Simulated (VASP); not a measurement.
# ZnCu (Pm-3m) in VASP: notebook

ZnCu is run at these levels: r2SCAN; tasks: single point.

Program: VASP 6.6.1. These are calculated values, not measurements. Logs are shortened: lines on timing, memory, paths and dates and some standing lists are left out, and cuts for length are marked.

### 1 The cell of the first run

The structure is cubic, space group Pm-3m (No. 221). Conventional cell: a = 2.889 Å, b = 2.889 Å, c = 2.889 Å, α = 90.00°, β = 90.00°, γ = 90.00°. Within 3.3 Å of Zn (site symmetry m-3m) lie 8 Cu at 2.50 Å and 6 Zn at 2.89 Å. Cu (site symmetry m-3m) has 8 Zn at 2.50 Å and 6 Cu at 2.89 Å within 3.3 Å.

### 2 Single point, r2SCAN (12.06 Å³/atom)

POSCAR reads:

```
ZnCu
1.0
    2.8892035514      0.0000000000      0.0000000000
    0.0000000000      2.8892035514      0.0000000000
    0.0000000000      0.0000000000      2.8892035514
Zn Cu
1 1
Direct
    0.5000000000      0.5000000000      0.5000000000
    0.0000000000      0.0000000000      0.0000000000
```

INCAR.step1 reads:

```
ALGO = Normal
EDIFF = 1E-4
ENCUT = 520
GGA = PE
ISMEAR = 0
LASPH = True
LCHARG = False
LREAL = False
LWAVE = True
NBANDS = 18
NELM = 100
PREC = Accurate
SIGMA = 0.1
```

INCAR.step2 reads:

```
ALGO = Normal
EDIFF = 1E-6
ENCUT = 520
ISIF = 2
ISMEAR = 0
ISTART = 1
LASPH = True
LCHARG = True
LELF = True
LMIXTAU = True
LREAL = False
LVHAR = True
LWAVE = False
METAGGA = R2SCAN
NBANDS = 18
NELM = 100
PREC = Accurate
SIGMA = 0.1
```

KPOINTS reads:

```
k-points
0
Gamma
  14 14 14
```

Potentials or basis: VASP PAW PBE potentials, release 64 (Zn, Cu).

The run is started by

```bash
> cat potpaw_PBE.64/Zn/POTCAR potpaw_PBE.64/Cu/POTCAR > POTCAR
> cp INCAR.step1 INCAR
> mpirun -np 1 vasp_std > vasp.out
> cp INCAR.step2 INCAR
> mpirun -np 1 vasp_std > vasp.out
```

OUTCAR:

```text
EDIFF = 1E-6
   ENCUT = 520
   ISIF = 2
   ISMEAR = 0
   ISTART = 1
   LASPH = True
   LREAL = False
   METAGGA = R2SCAN
   NELM = 100
   PREC = Accurate

 ion  position               nearest neighbor table
   1  0.500  0.500  0.500-   2 2.50   2 2.50   2 2.50   2 2.50   2 2.50   2 2.50   2 2.50   2 2.50

   2  0.000  0.000  0.000-   1 2.50   1 2.50   1 2.50   1 2.50   1 2.50   1 2.50   1 2.50   1 2.50

  LATTYP: Found a simple cubic cell.
 ALAT       =     2.8892035514

  Lattice vectors:

 A1 = (   2.8892035514,   0.0000000000,   0.0000000000)
 A2 = (   0.0000000000,   2.8892035514,   0.0000000000)
 A3 = (   0.0000000000,   0.0000000000,   2.8892035514)

Analysis of symmetry for initial positions (statically):
=====================================================================
 Subroutine PRICEL returns:
 Original cell was already a primitive cell.

 Routine SETGRP: Setting up the symmetry group for a
 simple cubic supercell.

 Subroutine GETGRP returns: Found 48 space group operations
 (whereof 48 operations were pure point group operations)
 out of a pool of 48 trial point group operations.

The static configuration has the point symmetry O_h .

Analysis of symmetry for dynamics (positions and initial velocities):
=====================================================================
 Subroutine PRICEL returns:
 Original cell was already a primitive cell.

 Routine SETGRP: Setting up the symmetry group for a
 simple cubic supercell.

 Subroutine GETGRP returns: Found 48 space group operations
 (whereof 48 operations were pure point group operations)
 out of a pool of 48 trial point group operations.

The dynamic configuration has the point symmetry O_h .

 Subroutine INISYM returns: Found 48 space group operations
 (whereof 48 operations are pure point group operations),
 and found     1 'primitive' translations

----------------------------------------------------------------------------------------

                                     Primitive cell

  volume of cell :      24.1176

  direct lattice vectors                    reciprocal lattice vectors
     2.889203551  0.000000000  0.000000000     0.346116147  0.000000000  0.000000000
     0.000000000  2.889203551  0.000000000     0.000000000  0.346116147  0.000000000
     0.000000000  0.000000000  2.889203551     0.000000000  0.000000000  0.346116147

  length of vectors
     2.889203551  2.889203551  2.889203551     0.346116147  0.346116147  0.346116147

  position of ions in fractional coordinates (direct lattice)
     0.500000000  0.500000000  0.500000000
     0.000000000  0.000000000  0.000000000

  ion indices of the primitive-cell ions
   primitive index   ion index
                 1           1
                 2           2

----------------------------------------------------------------------------------------

 KPOINTS: k-points

Automatic generation of k-mesh.
 Grid dimensions read from file:
 generate k-points for:   14   14   14

 Generating k-lattice:

  Cartesian coordinates                     Fractional coordinates (reciprocal lattice)
     0.024722582  0.000000000  0.000000000     0.071428571  0.000000000  0.000000000
     0.000000000  0.024722582  0.000000000     0.000000000  0.071428571  0.000000000
     0.000000000  0.000000000  0.024722582     0.000000000  0.000000000  0.071428571

  Length of vectors
     0.024722582  0.024722582  0.024722582

  Shift w.r.t. Gamma in fractional coordinates (k-lattice)
     0.000000000  0.000000000  0.000000000

 Subroutine IBZKPT returns following result:
 ===========================================

 Found    120 irreducible k-points:

 Following reciprocal coordinates:
            Coordinates               Weight
  0.000000  0.000000  0.000000      1.000000
  0.071429  0.000000  0.000000      6.000000
  0.142857  0.000000  0.000000      6.000000
  0.214286  0.000000  0.000000      6.000000
  0.285714  0.000000  0.000000      6.000000
  0.357143  0.000000  0.000000      6.000000
[... 16 lines left out ...]
  0.285714  0.214286  0.000000     24.000000
  0.357143  0.214286  0.000000     24.000000
 [... further k-points ...]
   k-points           NKPTS =    120   k-points in BZ     NKDIM =    120   number of bands    NBANDS=     18
   number of dos      NEDOS =    301   number of ions     NIONS =      2
   total plane-waves  NPLWV =  13824
   dimension x,y,z NGX =    24 NGY =   24 NGZ =   24
   dimension x,y,z NGXF=    48 NGYF=   48 NGZF=   48
   ions per type =               1   1
   NGX,Y,Z   is equivalent  to a cutoff of  13.81, 13.81, 13.81 a.u.
   NGXF,Y,Z  is equivalent  to a cutoff of  27.62, 27.62, 27.62 a.u.
 SYSTEM =  unknown system
   PREC   = accura    normal or accurate (medium, high low for compatibility)
   ISTART =      1    job   : 0-new  1-cont  2-samecut
   ICHARG =      0    charge: 1-file 2-atom 10-const
   ISPIN  =      1    spin polarized calculation?
   LNONCOLLINEAR =      F non collinear calculations
   LSORBIT =      F    spin-orbit coupling
   LASPH  =      T    aspherical Exc in radial PAW
   ENCUT  =  520.0 eV  38.22 Ry    6.18 a.u.   5.37  5.37  5.37*2*pi/ulx,y,z
   NELM   =    100;   NELMIN=  2; NELMDL=  0     # of ELM steps
   EDIFF  = 0.1E-05   stopping-criterion for ELM
   LREAL  =      F    real-space projection
   EDIFFG = 0.1E-04   stopping-criterion for IOM
   NSW    =      0    number of steps for IOM
   IBRION =     -1    ionic relax: 0-MD 1-quasi-New 2-CG
   NFREE  =      0    steps in history (QN), initial steepest desc. (CG)
   ISIF   =      2    stress and relaxation
   ISYM   =      2    0-nonsym 1-usesym 2-fastsym
   POTIM  = 0.5000    time-step for ionic-motion
   TEBEG  =    0.0;   TEEND  =   0.0 temperature during run
   PSTRESS=    0.0 pullay stress
   NELECT =      23.0000    total number of electrons
   NUPDOWN=      -1.0000    fix difference up-down
   EMIN   =  10.00;   EMAX   =-10.00  energy-range for DOS
   EFERMI =   0.00;   METHOD = LEGACY
   ISMEAR =     0;   SIGMA  =   0.10  broadening in eV -4-tet -1-fermi 0-gaus
   EFERMI_NEDOS =   21; number of points for ismear=-14 and -15
   IALGO  =     38    algorithm
   IMIX   =      4    mixing-type and parameters
     AMIX     =   0.40;   BMIX     =  1.00
     AMIX_MAG =   1.60;   BMIX_MAG =  1.00
  volume/ion in A,a.u.               =      12.06        81.38
  Fermi-wavevector in a.u.,A,eV,Ry     =   1.611410  3.045123 35.329448  2.596641
  Thomas-Fermi vector in A             =   2.706804
   LORBIT       =      0    0 simple, 1 ext, 2 COOP (PROOUT), +10 PAW based schemes
   METAGGA = R2SCAN    functional components
   LHFCALC =     F    Hartree Fock is set to
   AEXX    =    0.0000 exact exchange contribution
   IVDW    =     0    specifies the selected vdW correction
   LEPSILON=     F    determine dielectric tensor
   LRPA    =     F    only Hartree local field effects (RPA)
 non-spin polarized calculation
 Gauss-broadening in eV      SIGMA  =   0.10
  energy-cutoff  :      520.00
  volume of cell :       24.12
 maximum number of plane-waves:       672
 NGX is ok and might be reduce to    24
   NGX = 11   NGY = 11   NGZ = 11

 number of electron      22.9999981 magnetization

 Free energy of the ion-electron system (eV)
  ---------------------------------------------------
  ext. energy  EPLUGINS =         0.00000000
  ---------------------------------------------------
  free energy    TOTEN  =       -19.93139277 eV

  energy without entropy =      -19.92990409  energy(sigma->0) =      -19.93064843

 E-fermi :   5.9400     XC(G=0): -13.9018

 val. band max:        5.8186769084   @ k =   0.3571   0.2143   0.1429
 cond. band min:       5.9509939302   @ k =   0.4286   0.3571   0.2143
 fundamental gap:      0.1323170218
 Fermi energy:         5.9399561700

 k-point     1 :       0.0000    0.0000    0.0000
  band No.  band energies     occupation
      1      -5.3008      2.00000
      2      -2.4467      2.00000
      3      -2.4467      2.00000
      4      -1.6126      2.00000
      5      -1.6126      2.00000
      6      -1.6126      2.00000
[... 10 lines left out ...]
     17      20.0685      0.00000
     18      30.9606      0.00000

 k-point     2 :       0.0714    0.0000    0.0000
  band No.  band energies     occupation
      1      -5.2003      2.00000
      2      -2.4334      2.00000
      3      -2.4241      2.00000
      4      -1.6219      2.00000
      5      -1.6219      2.00000
      6      -1.6078      2.00000
[... 10 lines left out ...]
     17      20.5890      0.00000
     18      29.8308      0.00000

 k-point     3 :       0.1429    0.0000    0.0000
  band No.  band energies     occupation
      1      -4.9022      2.00000
      2      -2.3958      2.00000
      3      -2.3586      2.00000
      4      -1.6477      2.00000
      5      -1.6477      2.00000
      6      -1.5943      2.00000
[... 10 lines left out ...]
     17      22.4864      0.00000
     18      27.9963      0.00000

 k-point     4 :       0.2143    0.0000    0.0000
  band No.  band energies     occupation
      1      -4.4187      2.00000
      2      -2.3406      2.00000
      3      -2.2542      2.00000
      4      -1.6850      2.00000
      5      -1.6850      2.00000
      6      -1.5746      2.00000
[... 10 lines left out ...]
     17      25.2155      0.00000
     18      26.2256      0.00000

 k-point     5 :       0.2857    0.0000    0.0000
  band No.  band energies     occupation
      1      -3.7832      2.00000
      2      -2.2779      2.00000
      3      -2.1052      2.00000
      4      -1.7260      2.00000
      5      -1.7260      2.00000
      6      -1.5526      2.00000
[... 10 lines left out ...]
     17      24.4212      0.00000
     18      24.4212      0.00000

 k-point     6 :       0.3571    0.0000    0.0000
  band No.  band energies     occupation
      1      -3.1000      2.00000
      2      -2.2201      2.00000
      3      -1.8504      2.00000
      4      -1.7629      2.00000
      5      -1.7629      2.00000
      6      -1.5325      2.00000
[... 10 lines left out ...]
     17      22.5216      0.00000
     18      22.5216      0.00000

 k-point     7 :       0.4286    0.0000    0.0000
  band No.  band energies     occupation
      1      -2.6348      2.00000
      2      -2.1793      2.00000
      3      -1.7883      2.00000
      4      -1.7883      2.00000
      5      -1.5185      2.00000
      6      -1.3109      2.00000
[... 10 lines left out ...]
     17      20.7523      0.00000
     18      21.1711      0.00000

 k-point     8 :       0.5000    0.0000    0.0000
  band No.  band energies     occupation
      1      -2.5065      2.00000
      2      -2.1646      2.00000
      3      -1.7973      2.00000
      4      -1.7973      2.00000
      5      -1.5135      2.00000
      6      -0.7876      2.00000
[... 10 lines left out ...]
     17      20.1281      0.00000
     18      21.5951      0.00000
[... 229 lines left out ...]
     17      22.8542      0.00000
     18      23.8459      0.00000

 k-point    20 :       0.4286    0.1429    0.0000
  band No.  band energies     occupation
      1      -2.4873      2.00000
      2      -2.1329      2.00000
      3      -2.0337      2.00000
      4      -1.8112      2.00000
      5      -1.5988      2.00000
      6      -0.8362      2.00000
[... 10 lines left out ...]
     17      21.1139      0.00000
     18      22.7884      0.00000

 k-point    21 :       0.5000    0.1429    0.0000
  band No.  band energies     occupation
      1      -2.3763      2.00000
      2      -2.0898      2.00000
      3      -2.0796      2.00000
      4      -1.8209      2.00000
      5      -1.5978      2.00000
      6      -0.1751      2.00000
[... 10 lines left out ...]
     17      21.1405      0.00000
     18      22.0819      0.00000

 k-point    22 :       0.2143    0.2143    0.0000
  band No.  band energies     occupation
      1      -3.6182      2.00000
      2      -2.2463      2.00000
      3      -2.0917      2.00000
      4      -1.7287      2.00000
      5      -1.7158      2.00000
      6      -1.6363      2.00000
[... 10 lines left out ...]
     17      24.7997      0.00000
     18      26.3091      0.00000

 k-point    23 :       0.2857    0.2143    0.0000
  band No.  band energies     occupation
      1      -3.1057      2.00000
      2      -2.2175      2.00000
      3      -1.9837      2.00000
      4      -1.7671      2.00000
      5      -1.6579      2.00000
      6      -1.6121      2.00000
[... 10 lines left out ...]
     17      25.0252      0.00000
     18      25.2555      0.00000

 k-point    24 :       0.3571    0.2143    0.0000
  band No.  band energies     occupation
      1      -2.6718      2.00000
      2      -2.2121      2.00000
      3      -1.9306      2.00000
      4      -1.8067      2.00000
      5      -1.6721      2.00000
      6      -1.1977      2.00000
[... 10 lines left out ...]
     17      23.2282      0.00000
     18      24.0492      0.00000

 [... further k-points ...]
[... 5 lines left out ...]
  --------------------------------------------------------------------------------------
  -------------------------------------------------------------------------------------
  Total        0.7539183      0.7539183      0.7539183      0.0000000      0.0000000     -0.0000000
  in kB       50.0841671     50.0841671     50.0841671      0.0000000      0.0000000     -0.0000000
  external PRESSURE =      50.0841671 kB  Pullay stress =       0.0000000 kB

 VOLUME and BASIS-vectors are now :
 -----------------------------------------------------------------------------
  energy-cutoff  :      520.00
  volume of cell :       24.12
      direct lattice vectors                 reciprocal lattice vectors
     2.889203551  0.000000000  0.000000000     0.346116147  0.000000000  0.000000000
     0.000000000  2.889203551  0.000000000     0.000000000  0.346116147  0.000000000
     0.000000000  0.000000000  2.889203551     0.000000000  0.000000000  0.346116147

 POSITION                                       TOTAL-FORCE (eV/Angst)
 -----------------------------------------------------------------------------------
      1.44460      1.44460      1.44460         0.000000      0.000000      0.000000
      0.00000      0.00000      0.00000         0.000000      0.000000      0.000000
 -----------------------------------------------------------------------------------
    total drift:                                0.000000      0.000000     -0.000000

  FREE ENERGIE OF THE ION-ELECTRON SYSTEM (eV)
  ---------------------------------------------------
  free  energy   TOTEN  =       -19.9313927704 eV

  energy  without entropy=      -19.9299040908  energy(sigma->0) =      -19.93064843
```

Wall time 2.4 min (1 thread of Intel Xeon 8259CL, shared host); peak memory 0.19 GiB.

What came out:

- Free energy: -19.9314 eV
- Pressure: 5.0 GPa
- Band gap on the k mesh: zero (an odd number of electrons rules out a gap without spin polarisation)

Caveat: the cell stands under pressure; the PAW data sets were made with another functional, which shifts forces and pressure a little.

[end of part 1 of 2]
